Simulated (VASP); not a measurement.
# NaI (F-43m) in VASP: further runs

The runs below take NaI through single point, with PBE, r2SCAN, HSE06.

Everything below comes from runs of VASP 6.6.1. Logs are shortened: lines on timing, memory, paths and dates and some standing lists are left out, and cuts for length are marked.

## 1. The cell of the first run

Symmetry: F-43m, No. 216, cubic system. Conventional cell: a = 7.086 Å, b = 7.086 Å, c = 7.086 Å, α = 90.00°, β = 90.00°, γ = 90.00°. Na (site symmetry -43m) has 4 I at 3.07 Å within 4.0 Å. I (site symmetry -43m) has 4 Na at 3.07 Å within 4.0 Å.

## 2. Single point, PBE

INCAR

```
SYSTEM = NaI
ALGO = Normal ; EDIFF = 1E-6
ENCUT = 520 ; GGA = PE
ISIF = 2 ; ISMEAR = 0
LASPH = .True. ; LCHARG = .False.
LREAL = .False. ; LWAVE = .False.
NBANDS = 14 ; NELM = 60
PREC = Accurate ; SIGMA = 0.01
```

KPOINTS

```
k-points
0
Gamma
  6 6 6
  0 0 0
```

POSCAR

```
NaI
1.0
    0.0000000000      3.5431916338      3.5431916338
    3.5431916338      0.0000000000      3.5431916338
    3.5431916338      3.5431916338      0.0000000000
Na I
1 1
Direct
    0.0000000000      0.0000000000      0.0000000000
    0.2500000000      0.2500000000      0.2500000000
```

Potentials or basis: VASP PAW PBE potentials, release 64 (Na_pv, I).

Launch:

```
> cat potpaw_PBE.64/Na_pv/POTCAR potpaw_PBE.64/I/POTCAR > POTCAR
> mpirun -np 1 vasp_std > vasp.out
```

OUTCAR:

```text
SYSTEM = NaI
   EDIFF = 1E-6
   ENCUT = 520
   GGA = PE
   ISIF = 2
   ISMEAR = 0
   LASPH = .True.
   LREAL = .False.
   NELM = 60
   PREC = Accurate

 ion  position               nearest neighbor table
   1  0.000  0.000  0.000-   2 3.07   2 3.07   2 3.07   2 3.07
   2  0.250  0.250  0.250-   1 3.07   1 3.07   1 3.07   1 3.07

  LATTYP: Found a face centered cubic cell.
 ALAT       =     7.0863832676

  Lattice vectors:

 A1 = (   0.0000000000,   3.5431916338,   3.5431916338)
 A2 = (   3.5431916338,   0.0000000000,   3.5431916338)
 A3 = (   3.5431916338,   3.5431916338,   0.0000000000)

Analysis of symmetry for initial positions (statically):
=====================================================================
 Subroutine PRICEL returns:
 Original cell was already a primitive cell.

 Routine SETGRP: Setting up the symmetry group for a
 face centered cubic supercell.

 Subroutine GETGRP returns: Found 24 space group operations
 (whereof 24 operations were pure point group operations)
 out of a pool of 48 trial point group operations.

The static configuration has the point symmetry T_d .

Analysis of symmetry for dynamics (positions and initial velocities):
=====================================================================
 Subroutine PRICEL returns:
 Original cell was already a primitive cell.

 Routine SETGRP: Setting up the symmetry group for a
 face centered cubic supercell.

 Subroutine GETGRP returns: Found 24 space group operations
 (whereof 24 operations were pure point group operations)
 out of a pool of 48 trial point group operations.

The dynamic configuration has the point symmetry T_d .

 Subroutine INISYM returns: Found 24 space group operations
 (whereof 24 operations are pure point group operations),
 and found     1 'primitive' translations

----------------------------------------------------------------------------------------

                                     Primitive cell

  volume of cell :      88.9639

  direct lattice vectors                    reciprocal lattice vectors
     0.000000000  3.543191634  3.543191634    -0.141115709  0.141115709  0.141115709
     3.543191634  0.000000000  3.543191634     0.141115709 -0.141115709  0.141115709
     3.543191634  3.543191634  0.000000000     0.141115709  0.141115709 -0.141115709

  length of vectors
     5.010829663  5.010829663  5.010829663     0.244419578  0.244419578  0.244419578

  position of ions in fractional coordinates (direct lattice)
[... 79 lines left out ...]
   TEBEG  =    0.0;   TEEND  =   0.0 temperature during run
   PSTRESS=    0.0 pullay stress
   NELECT =      14.0000    total number of electrons
   NUPDOWN=      -1.0000    fix difference up-down
   EMIN   =  10.00;   EMAX   =-10.00  energy-range for DOS
   EFERMI =   0.00;   METHOD = LEGACY
   ISMEAR =     0;   SIGMA  =   0.01  broadening in eV -4-tet -1-fermi 0-gaus
   EFERMI_NEDOS =   21; number of points for ismear=-14 and -15
   IALGO  =     38    algorithm
   IMIX   =      4    mixing-type and parameters
     AMIX     =   0.40;   BMIX     =  1.00
     AMIX_MAG =   1.60;   BMIX_MAG =  1.00
  volume/ion in A,a.u.               =      44.48       300.18
  Fermi-wavevector in a.u.,A,eV,Ry     =   0.883852  1.670238 10.628794  0.781194
  Thomas-Fermi vector in A             =   2.004674
   LORBIT       =      0    0 simple, 1 ext, 2 COOP (PROOUT), +10 PAW based schemes
   GGA     = PE    functional components
   LHFCALC =     F    Hartree Fock is set to
   AEXX    =    0.0000 exact exchange contribution
   IVDW    =     0    specifies the selected vdW correction
   LEPSILON=     F    determine dielectric tensor
   LRPA    =     F    only Hartree local field effects (RPA)
 non-spin polarized calculation
 Gauss-broadening in eV      SIGMA  =   0.01
  energy-cutoff  :      520.00
  volume of cell :       88.96
 maximum number of plane-waves:      2421
 NGX is ok and might be reduce to    40
   NGX = 19   NGY = 19   NGZ = 19

 number of electron      14.0000001 magnetization

 Free energy of the ion-electron system (eV)
  ---------------------------------------------------
  ext. energy  EPLUGINS =         0.00000000
  ---------------------------------------------------
  free energy    TOTEN  =        -5.29019772 eV

  energy without entropy =       -5.29019772  energy(sigma->0) =       -5.29019772

 E-fermi :  -1.0459     XC(G=0):  -6.4611

 val. band max:       -1.1097440277   @ k =   0.0000   0.0000   0.0000
 cond. band min:       2.7123704759   @ k =   0.0000   0.0000   0.0000
 fundamental gap:      3.8221145035
 Fermi energy:        -1.0459362150

 k-point     1 :       0.0000    0.0000    0.0000
  band No.  band energies     occupation
      1     -23.1982      2.00000
      2     -23.1982      2.00000
      3     -23.1982      2.00000
      4     -11.5426      2.00000
      5      -1.1097      2.00000
      6      -1.1097      2.00000
      7      -1.1097      2.00000
      8       2.7124      0.00000
      9       6.7894      0.00000
     10       6.7894      0.00000
     11       6.7894      0.00000
     12       8.5607      0.00000
     13       8.5607      0.00000
     14       9.8637      0.00000
[... 241 lines left out ...]
      1     -23.2008      2.00000
      2     -23.1992      2.00000
      3     -23.1990      2.00000
      4     -11.3708      2.00000
      5      -2.0903      2.00000
      6      -1.7079      2.00000
      7      -1.5462      2.00000
      8       4.6511      0.00000
      9       5.6699      0.00000
     10       7.0552      0.00000
     11       7.3242      0.00000
     12       9.5496      0.00000
     13      10.3210      0.00000
     14      10.6378      0.00000

------------------------ aborting loop because EDIFF is reached ----------------------------------------

  FORCE on cell =-STRESS in cart. coord.  units (eV):
  Direction    XX          YY          ZZ          XY          YZ          ZX
  --------------------------------------------------------------------------------------
  -------------------------------------------------------------------------------------
  Total        0.2115795      0.2115795      0.2115795     -0.0000000      0.0000000      0.0000000
  in kB        3.8103964      3.8103964      3.8103964     -0.0000000      0.0000000      0.0000000
  external PRESSURE =       3.8103964 kB  Pullay stress =       0.0000000 kB

 VOLUME and BASIS-vectors are now :
 -----------------------------------------------------------------------------
  energy-cutoff  :      520.00
  volume of cell :       88.96
      direct lattice vectors                 reciprocal lattice vectors
     0.000000000  3.543191634  3.543191634    -0.141115709  0.141115709  0.141115709
     3.543191634  0.000000000  3.543191634     0.141115709 -0.141115709  0.141115709
     3.543191634  3.543191634  0.000000000     0.141115709  0.141115709 -0.141115709

 POSITION                                       TOTAL-FORCE (eV/Angst)
 -----------------------------------------------------------------------------------
      0.00000      0.00000      0.00000        -0.000000     -0.000000     -0.000000
      1.77160      1.77160      1.77160         0.000000      0.000000      0.000000
 -----------------------------------------------------------------------------------
    total drift:                                0.000001      0.000001      0.000001

  FREE ENERGIE OF THE ION-ELECTRON SYSTEM (eV)
  ---------------------------------------------------
  free  energy   TOTEN  =        -5.2901977185 eV

  energy  without entropy=       -5.2901977185  energy(sigma->0) =       -5.29019772
```

Run time: 19 s. Hardware: 1 thread of Intel Xeon Platinum 8259CL at 2.50GHz (Skylake/Cascade Lake), shared host; peak memory 0.24 GiB.

Results:

```yaml
Free_energy: -5.2902 eV
Pressure: 0.4 GPa
Band_gap_on_the_k_mesh: 3.82 eV, direct
```

Levels at points of the mesh, in eV from the valence-band top:
```
           k point  band 3  band 4  band 5  band 6  band 7  band 8  band 9  band 10  band 11  band 12
(0.00, 0.00, 0.00)  -22.09  -10.43    0.00    0.00    0.00    3.82    7.90     7.90     7.90     9.67
(0.50, 0.00, 0.00)  -22.09  -10.30   -1.22   -0.13   -0.13    5.41    7.66     7.66     7.72    10.54
(0.50, 0.50, 0.00)  -22.09  -10.26   -1.13   -0.40   -0.40    5.19    6.19     9.03    10.44    10.44
```

Caveat: spin-orbit coupling is left out, which moves the levels of the heavy elements.

(Part 1 of 2 ends here.)
